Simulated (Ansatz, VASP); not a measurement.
**KF: VASP beside Ansatz**

File INCAR:

```
SYSTEM = KF
PREC     = Accurate       ! precision mode
ENCUT    = 600            ! plane-wave cutoff, eV
EDIFF    = 1E-6           ! SCF threshold, eV
ISMEAR   = 0              ! smearing method
SIGMA    = 0.01           ! smearing width, eV
LREAL    = .False.        ! projectors in reciprocal space
LASPH    = .True.         ! aspherical terms in the spheres
NELM     = 120            ! most SCF steps
ALGO     = Normal         ! electronic algorithm
ISIF     = 2              ! what is computed and relaxed
LWAVE    = .False.        ! write WAVECAR
LCHARG   = .False.        ! write CHGCAR
GGA      = CA             ! functional
NBANDS   = 15             ! bands
GGA_COMPAT= .False.
```

KPOINTS

```
regular mesh
0
Gamma
  3 3 3
  0 0 0
```

The input POSCAR:

```
KF
1.0
    0.0000000000      2.6718500000      2.6718500000
    2.6718500000      0.0000000000      2.6718500000
    2.6718500000      2.6718500000      0.0000000000
K F
1 1
Direct
    0.0000000000      0.0000000000      0.0000000000
    0.5000000000      0.5000000000      0.5000000000
```

Input for Ansatz:

```yaml
crystal:
  lattice:
    - [0.0, 2.67185, 2.67185]
    - [2.67185, 0.0, 2.67185]
    - [2.67185, 2.67185, 0.0]
  atoms:
    - { symbol: K, position: [0.0, 0.0, 0.0] }
    - { symbol: F, position: [0.5, 0.5, 0.5] }
accuracy: medium
basis:
  ecutwfc: 420.0
kpoints:
  mp_grid:
    grid: [3, 3, 3]
  band_path:
    path:
      - [0.375, 0.375, 0.75]
      - [0.0, 0.0, 0.0]
      - [0.5, 0.5, 0.5]
      - [0.5, 0.25, 0.75]
      - [0.5, 0.0, 0.5]
    npoints: 1
hamiltonian:
  xc: lda
scf:
  occupations:
    method: fixed
output:
  fatbands: true
```

Alike in both runs: task single point; functional LDA; k mesh 3 × 3 × 3; no spin polarisation.

|  | VASP | Ansatz |
| --- | --- | --- |
| version | VASP 6.6.1 | Ansatz 0.2.0 |
| potentials or method | VASP PAW LDA potentials, release 64 (K_sv, F), cutoff 600 eV | plane waves, PAW |
| occupations | gaussian, width 0.01 eV | fixed |
| valence electrons in the cell | 16 | 16 |

Ansatz gave:

| Item | Value |
| --- | --- |
| gap on the k mesh at the Fermi level (eV) | 5.81 |

Task: Which values does VASP return?

Result: gap on the k mesh at the Fermi level (eV): 5.79.

LDA's correlation is that of Perdew and Zunger in VASP and of Perdew and Wang (1992) in Ansatz.

The k mesh is coarse, so the values compare programs but aren't converged.
